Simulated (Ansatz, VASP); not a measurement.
One calculation of TePb, two programs

File INCAR:

```
PREC = Accurate
ENCUT = 500
EDIFF = 1E-6
ISMEAR = 0
SIGMA = 0.1
LREAL = False
LASPH = True
NELM = 120
ALGO = Normal
ISIF = 2
LWAVE = False
LCHARG = True
LELF = True
LVHAR = True
NBANDS = 17
GGA_COMPAT = False
```

KPOINTS

```
regular mesh
0
Gamma
  1 1 1
```

The input POSCAR:

```
TePb
1.0
    4.0022870000      0.0000000000      0.0000000000
    0.0000000000      4.0022870000      0.0000000000
    0.0000000000      0.0000000000      4.0022870000
Te Pb
1 1
Direct
    1.2030000000      1.0370000000      1.3200000000
    0.7030000000      0.5370000000      0.8200000000
```

Input for Ansatz:

```yaml
crystal:
  lattice:
    - [4.002287, 0.0, 0.0]
    - [0.0, 4.002287, 0.0]
    - [0.0, 0.0, 4.002287]
  atoms:
    - { symbol: Te, position: [1.203, 1.037, 1.32] }
    - { symbol: Pb, position: [0.703, 0.537, 0.82] }
basis:
  ecutwfc: 420
kpoints:
  mp_grid: { grid: [1, 1, 1] }
  band_path: { path: [[0, 0, 0], [0.5, 0, 0], [0.5, 0.5, 0.5]], npoints: 8 }
hamiltonian:
  xc: lda
scf:
  occupations: { method: gaussian, width: 0.1 }
output:
  forces: true
  stress: true
  eigenvalues: true
  bader: true
```

Alike in both runs: task single point; functional LDA; k mesh 1 × 1 × 1; occupations gaussian, width 0.1 eV; no spin polarisation.

|  | VASP | Ansatz |
| --- | --- | --- |
| version | VASP 6.6.1 | Ansatz 0.2.0 |
| potentials or method | VASP PAW LDA potentials, release 64 (Te, Pb_d), cutoff 500 eV | scalar-relativistic, plane waves, PAW |
| valence electrons in the cell | 20 | 30 |

|  | VASP | Ansatz | Ansatz less VASP |
| --- | --- | --- | --- |
| gap on the k mesh at the Fermi level (eV) | 5.57 | 5.61 | +0.037 |
| least direct gap on the mesh (eV) | 5.57 | 5.61 | +0.037 |
| pressure (GPa) | 2.3 | 2.0 | -0.27 |

LDA's correlation is that of Perdew and Zunger in VASP and of Perdew and Wang (1992) in Ansatz. VASP's potentials hold 20 valence electrons a cell and Ansatz's 30, so a difference there can come from the potentials and not from the codes.

The k mesh is coarse, so the values compare programs but aren't converged. Spin-orbit coupling is off throughout.
